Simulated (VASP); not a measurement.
Runs of VASP 6.6.1 on VRe. The structure is that of space group Cmmm (No. 65), or close to it. The cells are those of the table. 

```tsv
task	cell	gap on the mesh (eV)	pressure (GPa)
single point	a = 2.571, b = 2.571, c = 4.072 Å, angles 90.0, 90.0, 110.4°, 2 atoms	none	(a)
single point	a = 2.425, b = 2.425, c = 3.813 Å, angles 90.0, 90.0, 110.3°, 2 atoms	none	136.3
electric field gradients	a = 2.425, b = 2.425, c = 3.813 Å, angles 90.0, 90.0, 110.3°, 2 atoms	none	136.3
single point	a = 2.659, b = 2.659, c = 4.228 Å, angles 90.0, 90.0, 110.4°, 2 atoms	none	-11.3
```

Alike in all rows: level LDA; potentials or basis VASP PAW LDA potentials, release 64 (V_sv, Re); no spin polarisation; k mesh 14 × 14 × 9; cutoff (eV) 520; smearing fermi-dirac 0.05 eV.

Q: Estimate the missing entries.

A: (a) 25.1.

Caveats: spin-orbit coupling is left out, which moves the levels of the heavy elements.

A k mesh can miss the band edges, and the runs leave out spin-orbit coupling on Re.

A gap of «none» marks levels without a gap at the run's occupations.
